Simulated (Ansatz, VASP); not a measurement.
**TaN: VASP beside Ansatz**

Contents of INCAR:

```
ALGO     = Normal         # electronic algorithm
EDIFF    = 1E-6           # SCF threshold, eV
ENCUT    = 520            # plane-wave cutoff, eV
GGA      = CA             # functional
ISIF     = 2              # what is computed and relaxed
ISMEAR   = 0              # smearing method
LASPH    = T              # aspherical terms in the spheres
LCHARG   = F              # write CHGCAR
LREAL    = F              # projectors in reciprocal space
LWAVE    = F              # write WAVECAR
NBANDS   = 15             # bands
NELM     = 80             # most SCF steps
PREC     = Accurate       # precision mode
SIGMA    = 0.1            # smearing width, eV
```

File KPOINTS:

```
k-points
0
Gamma
  13 13 12
```

The input POSCAR:

```
TaN
1.0
    2.9380000000      0.0000000000      0.0000000000
   -1.4690000000      2.5443830000      0.0000000000
    0.0000000000      0.0000000000      2.8830000000
Ta N
1 1
Direct
    0.3333333333      0.6666666667      0.5000000000
    0.0000000000      0.0000000000      0.0000000000
```

Input for Ansatz:

```yaml
crystal:
  lattice:
    - [2.938, 0.0, 0.0]
    - [-1.469, 2.544383, 0.0]
    - [0.0, 0.0, 2.883]
  atoms:
    - { symbol: Ta, position: [0.3333333333333333, 0.6666666666666666, 0.5] }
    - { symbol: "N", position: [0.0, 0.0, 0.0] }
kpoints:
  mp_grid:
    grid: [13, 13, 12]
    shift: [0.0, 0.0, 0.0]
hamiltonian:
  xc: lda
scf:
  occupations:
    method: gaussian
output:
  stress: true
```

Alike in both runs: task single point; functional LDA; k mesh 13 × 13 × 12; no spin polarisation.

```csv
,VASP,Ansatz
version,VASP 6.6.1,Ansatz 0.2.0
potentials or method,"VASP PAW LDA potentials, release 64 (Ta_pv, N)","plane waves, PAW"
plane-wave cutoff (eV),520,420
occupations,"gaussian, width 0.1 eV",gaussian
valence electrons in the cell,16,18
```

|  | VASP | Ansatz | Ansatz less VASP |
| --- | --- | --- | --- |
| pressure (GPa) | -9.8 | -11.6 | -1.77 |
| traceless stress, the component that is largest in VASP (GPa) | -0.85 | -0.98 | -0.132 |

LDA's correlation is that of Perdew and Zunger in VASP and of Perdew and Wang (1992) in Ansatz. VASP's potentials hold 16 valence electrons a cell and Ansatz's 18, so a difference there can come from the potentials and not from the codes.

Spin-orbit coupling is off throughout.
